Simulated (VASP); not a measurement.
# CoO (Fm-3m) in VASP: notebook

The runs below take CoO through single point, with PBE+U.

Program: VASP 6.6.1. These are calculated values, not measurements. Logs are shortened: lines on timing, memory, paths and dates and some standing lists are left out, and cuts for length are marked.

## Step 1: The cell of the first run

The structure is cubic, space group Fm-3m (No. 225). The conventional cell has a = 4.258 Å, b = 4.258 Å, c = 4.258 Å, α = 90.00°, β = 90.00°, γ = 90.00°. O (site symmetry m-3m) has 6 Co at 2.13 Å within 2.8 Å. Co (site symmetry m-3m) has 6 O at 2.13 Å within 2.8 Å.

## Step 2: Single point, PBE+U, collinear spin, ferromagnetic start

INCAR

```
SYSTEM = CoO
  PREC = Accurate
  ENCUT = 520
  EDIFF = 1E-7
  ISMEAR = -1
  SIGMA = 0.03
  LREAL = .False.
  LASPH = .True.
  NELM = 150
  ALGO = Normal
  ISIF = 2
  LWAVE = .False.
  LCHARG = .False.
  ISPIN = 2
  MAGMOM = 0 3
  LORBIT = 11
  LMAXMIX = 4
  LDAU = .True.
  LDAUTYPE = 2
  LDAUL = -1 2
  LDAUU = 0 3.32
  LDAUJ = 0 0
  LDAUPRINT = 1
  GGA = PE
  NBANDS = 18
```

KPOINTS

```
Automatic mesh
0
Gamma
  8 8 8
  0 0 0
```

POSCAR

```
CoO
1.0
    0.0000000000      2.1290000000      2.1290000000
    2.1290000000      0.0000000000      2.1290000000
    2.1290000000      2.1290000000      0.0000000000
O Co
1 1
Direct
    0.5000000000      0.5000000000      0.5000000000
    0.0000000000      0.0000000000      0.0000000000
```

Potentials or basis: VASP PAW PBE potentials, release 64 (O, Co).

The run is started by

```bash
$ cat potpaw_PBE.64/O/POTCAR potpaw_PBE.64/Co/POTCAR > POTCAR
$ mpirun -np 1 vasp_std > vasp.out
```

OUTCAR:

```text
SYSTEM = CoO
   PREC = Accurate
   ENCUT = 520
   EDIFF = 1E-7
   ISMEAR = -1
   LREAL = .False.
   LASPH = .True.
   NELM = 150
   ISIF = 2
   ISPIN = 2
   LORBIT = 11
   GGA = PE

 ion  position               nearest neighbor table
   1  0.500  0.500  0.500-   2 2.13   2 2.13   2 2.13   2 2.13   2 2.13   2 2.13
   2  0.000  0.000  0.000-   1 2.13   1 2.13   1 2.13   1 2.13   1 2.13   1 2.13

  LATTYP: Found a face centered cubic cell.
 ALAT       =     4.2580000000

  Lattice vectors:

 A1 = (   0.0000000000,   2.1290000000,   2.1290000000)
 A2 = (   2.1290000000,   0.0000000000,   2.1290000000)
 A3 = (   2.1290000000,   2.1290000000,   0.0000000000)

Analysis of symmetry for initial positions (statically):
=====================================================================
 Subroutine PRICEL returns:
 Original cell was already a primitive cell.

 Routine SETGRP: Setting up the symmetry group for a
 face centered cubic supercell.

 Subroutine GETGRP returns: Found 48 space group operations
 (whereof 48 operations were pure point group operations)
 out of a pool of 48 trial point group operations.

The static configuration has the point symmetry O_h .

Analysis of symmetry for dynamics (positions and initial velocities):
=====================================================================
 Subroutine PRICEL returns:
 Original cell was already a primitive cell.

 Routine SETGRP: Setting up the symmetry group for a
 face centered cubic supercell.

 Subroutine GETGRP returns: Found 48 space group operations
 (whereof 48 operations were pure point group operations)
 out of a pool of 48 trial point group operations.

The dynamic configuration has the point symmetry O_h .

Analysis of structural, dynamic, and magnetic symmetry:
=====================================================================
 Subroutine PRICEL returns:
 Original cell was already a primitive cell.

 Routine SETGRP: Setting up the symmetry group for a
 face centered cubic supercell.

 Subroutine GETGRP returns: Found 48 space group operations
 (whereof 48 operations were pure point group operations)
 out of a pool of 48 trial point group operations.

The overall configuration has the point symmetry O_h .

 Subroutine INISYM returns: Found 48 space group operations
 (whereof 48 operations are pure point group operations),
 and found     1 'primitive' translations

----------------------------------------------------------------------------------------

                                     Primitive cell

  volume of cell :      19.3000

  direct lattice vectors                    reciprocal lattice vectors
     0.000000000  2.129000000  2.129000000    -0.234852043  0.234852043  0.234852043
     2.129000000  0.000000000  2.129000000     0.234852043 -0.234852043  0.234852043
     2.129000000  2.129000000  0.000000000     0.234852043  0.234852043 -0.234852043

  length of vectors
     3.010860674  3.010860674  3.010860674     0.406775671  0.406775671  0.406775671

  position of ions in fractional coordinates (direct lattice)
     0.500000000  0.500000000  0.500000000
     0.000000000  0.000000000  0.000000000

  ion indices of the primitive-cell ions
   primitive index   ion index
                 1           1
                 2           2

----------------------------------------------------------------------------------------

 KPOINTS: Automatic mesh

Automatic generation of k-mesh.
 Grid dimensions read from file:
 generate k-points for:    8    8    8

 Generating k-lattice:

  Cartesian coordinates                     Fractional coordinates (reciprocal lattice)
    -0.029356505  0.029356505  0.029356505     0.125000000  0.000000000  0.000000000
     0.029356505 -0.029356505  0.029356505     0.000000000  0.125000000  0.000000000
     0.029356505  0.029356505 -0.029356505     0.000000000  0.000000000  0.125000000

  Length of vectors
     0.050846959  0.050846959  0.050846959

  Shift w.r.t. Gamma in fractional coordinates (k-lattice)
     0.000000000  0.000000000  0.000000000

 Subroutine IBZKPT returns following result:
 ===========================================

 Found     29 irreducible k-points:

 Following reciprocal coordinates:
            Coordinates               Weight
  0.000000  0.000000  0.000000      1.000000
  0.125000  0.000000  0.000000      8.000000
  0.250000  0.000000  0.000000      8.000000
  0.375000  0.000000  0.000000      8.000000
  0.500000  0.000000  0.000000      4.000000
  0.125000  0.125000  0.000000      6.000000
[... 16 lines left out ...]
  0.500000  0.250000  0.125000     48.000000
 -0.375000  0.250000  0.125000     24.000000
 [... further k-points ...]
   k-points           NKPTS =     29   k-points in BZ     NKDIM =     29   number of bands    NBANDS=     18
   number of dos      NEDOS =    301   number of ions     NIONS =      2
   total plane-waves  NPLWV =  13824
   dimension x,y,z NGX =    24 NGY =   24 NGZ =   24
   dimension x,y,z NGXF=    48 NGYF=   48 NGZF=   48
   ions per type =               1   1
   NGX,Y,Z   is equivalent  to a cutoff of  13.25, 13.25, 13.25 a.u.
   NGXF,Y,Z  is equivalent  to a cutoff of  26.50, 26.50, 26.50 a.u.
 SYSTEM =  CoO
   PREC   = accura    normal or accurate (medium, high low for compatibility)
   ISTART =      0    job   : 0-new  1-cont  2-samecut
   ICHARG =      2    charge: 1-file 2-atom 10-const
   ISPIN  =      2    spin polarized calculation?
   LNONCOLLINEAR =      F non collinear calculations
   LSORBIT =      F    spin-orbit coupling
   LASPH  =      T    aspherical Exc in radial PAW
   ENCUT  =  520.0 eV  38.22 Ry    6.18 a.u.   5.60  5.60  5.60*2*pi/ulx,y,z
   NELM   =    150;   NELMIN=  2; NELMDL= -5     # of ELM steps
   EDIFF  = 0.1E-06   stopping-criterion for ELM
   LREAL  =      F    real-space projection
   EDIFFG = 0.1E-05   stopping-criterion for IOM
   NSW    =      0    number of steps for IOM
   IBRION =     -1    ionic relax: 0-MD 1-quasi-New 2-CG
   NFREE  =      0    steps in history (QN), initial steepest desc. (CG)
   ISIF   =      2    stress and relaxation
   ISYM   =      2    0-nonsym 1-usesym 2-fastsym
   POTIM  = 0.5000    time-step for ionic-motion
   TEBEG  =    0.0;   TEEND  =   0.0 temperature during run
   PSTRESS=    0.0 pullay stress
   NELECT =      15.0000    total number of electrons
   NUPDOWN=      -1.0000    fix difference up-down
   EMIN   =  10.00;   EMAX   =-10.00  energy-range for DOS
   EFERMI =   0.00;   METHOD = LEGACY
   ISMEAR =    -1;   SIGMA  =   0.03  broadening in eV -4-tet -1-fermi 0-gaus
   EFERMI_NEDOS =   21; number of points for ismear=-14 and -15
   IALGO  =     38    algorithm
   IMIX   =      4    mixing-type and parameters
     AMIX     =   0.40;   BMIX     =  1.00
     AMIX_MAG =   1.60;   BMIX_MAG =  1.00
  volume/ion in A,a.u.               =       9.65        65.12
  Fermi-wavevector in a.u.,A,eV,Ry     =   1.505172  2.844363 30.824598  2.265544
  Thomas-Fermi vector in A             =   2.616056
   LORBIT       =     11    0 simple, 1 ext, 2 COOP (PROOUT), +10 PAW based schemes
 LDA+U is selected, type is set to LDAUTYPE =  2
   angular momentum for each species LDAUL =    -1    2
   U (eV)           for each species LDAUU =   0.0  3.3
   J (eV)           for each species LDAUJ =   0.0  0.0
   GGA     = PE    functional components
   LHFCALC =     F    Hartree Fock is set to
   AEXX    =    0.0000 exact exchange contribution
   IVDW    =     0    specifies the selected vdW correction
   LEPSILON=     F    determine dielectric tensor
   LRPA    =     F    only Hartree local field effects (RPA)
 spin polarized calculation
  energy-cutoff  :      520.00
  volume of cell :       19.30
 maximum number of plane-waves:       534
 NGX is ok and might be reduce to    24
   NGX = 11   NGY = 11   NGZ = 11

atom =   2  type =  2  l = 2

 onsite density matrix

spin component  1

  0.9681 -0.0000 -0.0000 -0.0000  0.0000
 -0.0000  0.9681  0.0000 -0.0000  0.0000
 -0.0000  0.0000  1.0121  0.0000  0.0000
 -0.0000 -0.0000  0.0000  0.9681  0.0000
  0.0000  0.0000  0.0000  0.0000  1.0121

spin component  2

  0.6543 -0.0000 -0.0000  0.0000 -0.0000
 -0.0000  0.6543  0.0000  0.0000 -0.0000
 -0.0000  0.0000  0.1369 -0.0000  0.0000
  0.0000  0.0000 -0.0000  0.6543  0.0000
 -0.0000 -0.0000  0.0000  0.0000  0.1369

 occupancies and eigenvectors

  o =  0.1369  v =  0.0000  0.0000  0.0000  0.0000  0.0000  0.0000  0.0000 -1.0000  0.0000 -0.0032      0.0000  0.0000  0.0000  0.0000  0.0000  0.0000  0.0000  0.0000  0.0000  0.0000
  o =  0.1369  v =  0.0000  0.0000  0.0000  0.0000  0.0000  0.0000 -0.0000 -0.0032 -0.0000  1.0000      0.0000  0.0000  0.0000  0.0000  0.0000  0.0000  0.0000  0.0000  0.0000  0.0000
  o =  0.6543  v =  0.0000  0.0000  0.0000  0.0000  0.0000  1.0000  0.0000  0.0000  0.0000  0.0000      0.0000  0.0000  0.0000  0.0000  0.0000  0.0000  0.0000  0.0000  0.0000  0.0000
  o =  0.6543  v =  0.0000  0.0000  0.0000  0.0000  0.0000  0.0000 -0.0107  0.0000  0.9999  0.0000      0.0000  0.0000  0.0000  0.0000  0.0000  0.0000  0.0000  0.0000  0.0000  0.0000
  o =  0.6543  v =  0.0000  0.0000  0.0000  0.0000  0.0000  0.0000 -0.9999 -0.0000 -0.0107  0.0000      0.0000  0.0000  0.0000  0.0000  0.0000  0.0000  0.0000  0.0000  0.0000  0.0000
  o =  0.9681  v =  0.0000  0.9546 -0.0000  0.2978 -0.0000  0.0000  0.0000  0.0000  0.0000  0.0000      0.0000  0.0000  0.0000  0.0000  0.0000  0.0000  0.0000  0.0000  0.0000  0.0000
  o =  0.9681  v =  0.0000  0.2978 -0.0000 -0.9546 -0.0000  0.0000  0.0000  0.0000  0.0000  0.0000      0.0000  0.0000  0.0000  0.0000  0.0000  0.0000  0.0000  0.0000  0.0000  0.0000
  o =  0.9681  v =  1.0000  0.0000  0.0000  0.0000  0.0000  0.0000  0.0000  0.0000  0.0000  0.0000      0.0000  0.0000  0.0000  0.0000  0.0000  0.0000  0.0000  0.0000  0.0000  0.0000
  o =  1.0121  v =  0.0000 -0.0000  0.0759  0.0000 -0.9971  0.0000  0.0000  0.0000  0.0000  0.0000      0.0000  0.0000  0.0000  0.0000  0.0000  0.0000  0.0000  0.0000  0.0000  0.0000
  o =  1.0121  v =  0.0000 -0.0000 -0.9971 -0.0000 -0.0759  0.0000  0.0000  0.0000  0.0000  0.0000      0.0000  0.0000  0.0000  0.0000  0.0000  0.0000  0.0000  0.0000  0.0000  0.0000

 number of electron      15.0000007 magnetization       2.9997533

 Free energy of the ion-electron system (eV)
  ---------------------------------------------------
  ext. energy  EPLUGINS =         0.00000000
  ---------------------------------------------------
  free energy    TOTEN  =       -11.29664391 eV

  energy without entropy =      -11.28247805  energy(sigma->0) =      -11.28956098

 E-fermi :   7.3971     XC(G=0): -12.3959

 val. band max:        7.3957396876   @ k =  -0.3750   0.5000   0.1250
 cond. band min:       7.4127913773   @ k =   0.3750   0.2500   0.1250
 fundamental gap:      0.0170516897
 Fermi energy:         7.3970684008

 spin component 1

 k-point     1 :       0.0000    0.0000    0.0000
  band No.  band energies     occupation
      1     -12.1160      1.00000
      2       2.7814      1.00000
      3       2.7814      1.00000
      4       3.2319      1.00000
      5       3.2319      1.00000
      6       3.2319      1.00000
[... 10 lines left out ...]
     17      29.3611      0.00000
     18      31.3581      0.00000
[... 463 lines left out ...]
 k-point    24 :      -0.3750    0.2500    0.1250
  band No.  band energies     occupation
      1     -10.8412      1.00000
      2       0.2826      1.00000
      3       1.1664      1.00000
      4       1.1670      1.00000
      5       3.6530      1.00000
      6       3.9119      1.00000
[... 10 lines left out ...]
     17      35.7948      0.00000
     18      36.5355      0.00000

 [... further k-points ...]

 spin component 2

 k-point     1 :       0.0000    0.0000    0.0000
  band No.  band energies     occupation
      1     -11.6748      1.00000
      2       5.4823      1.00000
      3       5.4823      1.00000
      4       5.4823      1.00000
      5       6.2623      1.00000
      6       6.2623      1.00000
[... 10 lines left out ...]
     17      30.3844      0.00000
     18      34.5873      0.00000
[... 463 lines left out ...]
 k-point    24 :      -0.3750    0.2500    0.1250
  band No.  band energies     occupation
      1     -10.2869      1.00000
      2       1.0773      1.00000
      3       2.9782      1.00000
      4       3.6961      1.00000
      5       7.1470      0.99976
      6       7.1512      0.99972
[... 10 lines left out ...]
     17      36.3086      0.00000
     18      38.0231      0.00000

 [... further k-points ...]
[... 5 lines left out ...]
  --------------------------------------------------------------------------------------
  -------------------------------------------------------------------------------------
  Total       -0.1754453     -0.1754453     -0.1754453      0.0000000      0.0000000     -0.0000000
  in kB      -14.5644893    -14.5644893    -14.5644893      0.0000000      0.0000000     -0.0000000
  external PRESSURE =     -14.5644893 kB  Pullay stress =       0.0000000 kB

 VOLUME and BASIS-vectors are now :
 -----------------------------------------------------------------------------
  energy-cutoff  :      520.00
  volume of cell :       19.30
      direct lattice vectors                 reciprocal lattice vectors
     0.000000000  2.129000000  2.129000000    -0.234852043  0.234852043  0.234852043
     2.129000000  0.000000000  2.129000000     0.234852043 -0.234852043  0.234852043
     2.129000000  2.129000000  0.000000000     0.234852043  0.234852043 -0.234852043

 POSITION                                       TOTAL-FORCE (eV/Angst)
 -----------------------------------------------------------------------------------
      2.12900      2.12900      2.12900         0.000000     -0.000000      0.000000
      0.00000      0.00000      0.00000        -0.000000      0.000000     -0.000000
 -----------------------------------------------------------------------------------
    total drift:                                0.000000     -0.000000     -0.000000

  FREE ENERGIE OF THE ION-ELECTRON SYSTEM (eV)
  ---------------------------------------------------
  free  energy   TOTEN  =       -11.2966439142 eV

  energy  without entropy=      -11.2824780546  energy(sigma->0) =      -11.28956098

 total charge

# of ion       s       p       d       tot
------------------------------------------
    1        1.552   3.447   0.000   5.000
    2        0.298   0.363   7.141   7.801
--------------------------------------------------
tot          1.850   3.810   7.141  12.801

 magnetization (x)

# of ion       s       p       d       tot
------------------------------------------
    1        0.023   0.235   0.000   0.258
    2        0.021   0.018   2.691   2.729
--------------------------------------------------
tot          0.044   0.253   2.691   2.987
```

It took 18 s on 1 thread of Intel Xeon 6975P-C, shared host; peak memory 0.16 GiB.

Results:

```yaml
Free_energy: -11.2966 eV
Pressure: -1.5 GPa
Band_gap_on_the_k_mesh: zero (filled and empty bands overlap)
Net_moment: 3.00 μB per cell
Site_moments: O +0.26; Co +2.73 μB
Valence_electrons_inside_the_program's_atomic_spheres: O 5.00; Co 7.80
```

Eigenvalues of the final occupation matrices:
| site | spin | trace | eigenvalues |
| --- | --- | --- | --- |
| site 2 d | 1 | 4.93 | 0.97 0.97 0.97 1.01 1.01 |
| site 2 d | 2 | 2.24 | 0.14 0.14 0.65 0.65 0.65 |

Caveat: a cell with one magnetic atom can't hold antiferromagnetic order, which such compounds often take. The state reached can hang on the start; a lower one may exist.

(Part 1 of 2 ends here.)
